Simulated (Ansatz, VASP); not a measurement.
## BeS in VASP and in Ansatz

```
Be S
1.0
     0.00000    2.43422    2.43422
     2.43422    0.00000    2.43422
     2.43422    2.43422    0.00000
Be S
1 1
Direct
  0.00000 0.00000 0.00000
  0.75000 0.75000 0.75000
```

Alike in both runs: task single point; functional r2SCAN; k mesh 8 × 8 × 8; no spin polarisation.

```csv
,VASP,Ansatz
version,VASP 6.6.1,Ansatz 0.2.0
potentials or method,"VASP PAW PBE potentials, release 64 (Be, S)","PAW with Ansatz's default frozen-core files, scalar-relativistic"
plane-wave cutoff (eV),520,500
occupations,"gaussian, width 0.01 eV",fixed
valence electrons in the cell,8,8
```

Ansatz gave:

```
gap on the k mesh at the Fermi level (eV) : 3.59
pressure (GPa)                            : 0.0
```

Q: Which values does VASP return?

A: gap on the k mesh at the Fermi level (eV): 3.60; pressure (GPa): 0.3.

VASP's potentials were made for PBE, not for r2SCAN.
